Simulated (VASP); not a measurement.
Set up this calculation in VASP 6.6.1, as the native input.

```
Task                   : single point
Functional             : LDA
Potentials or basis    : VASP PAW LDA potentials, release 64 (Zn, Se)
Cutoff                 : 520 eV
k mesh                 : 8 × 8 × 6
Occupations            : gaussian, width 0.05 eV
Spin                   : no spin polarisation
Dipole correction      : no
Further INCAR settings : ALGO = Normal; EDIFF = 1e-06; NBANDS = 26
```

The structure of ZnSe lies in POSCAR:

```
ZnSe
1.0
    3.7875101274      0.0000000000      0.0000000000
    0.0000000000      3.7875101274      0.0000000000
    0.0000000000      0.0000000000      4.9987337378
Zn Se
2 2
Direct
    0.0000000000      0.0000000000      0.0000000000
    0.5000000000      0.5000000000      0.0000000000
    0.0000000000      0.5000000000      0.3173336233
    0.5000000000      0.0000000000      0.6826663767
```

This cell differs from its parent crystal: atoms shifted along a free coordinate.

One way to write it, as run:

INCAR

```
SYSTEM = ZnSe
PREC     = Accurate       ! precision mode
ENCUT    = 520            ! plane-wave cutoff, eV
EDIFF    = 1E-6           ! SCF threshold, eV
ISMEAR   = 0              ! smearing method
SIGMA    = 0.05           ! smearing width, eV
LREAL    = .FALSE.        ! projectors in reciprocal space
LASPH    = .TRUE.         ! aspherical terms in the spheres
NELM     = 60             ! most SCF steps
ALGO     = Normal         ! electronic algorithm
ISIF     = 2              ! what is computed and relaxed
LWAVE    = .FALSE.        ! write WAVECAR
LCHARG   = .TRUE.         ! write CHGCAR
LELF     = .TRUE.         ! ELF
LVHAR    = .TRUE.       
NBANDS   = 26             ! bands
```

KPOINTS

```
regular mesh
0
G
  8 8 6
  0 0 0
```

Potentials or basis: VASP PAW LDA potentials, release 64 (Zn, Se).

The run is started by

```sh
$ cat potpaw_LDA.64/Zn/POTCAR potpaw_LDA.64/Se/POTCAR > POTCAR
$ mpirun -np 1 vasp_std > vasp.out
```

It gave:

```yaml
Pressure: 6.2 GPa
Largest_force: 0.752 eV/Å
Band_gap_on_the_k_mesh: 1.08 eV
```

Caveat: the cell differs from its parent crystal (atoms shifted along a free coordinate); the cell stands under pressure.

It took 68 s on 1 thread of Intel(R) Xeon(R) Platinum 8259CL CPU @ 2.50GHz (Skylake/Cascade Lake), with other jobs on the host, peak memory 0.21 GiB.
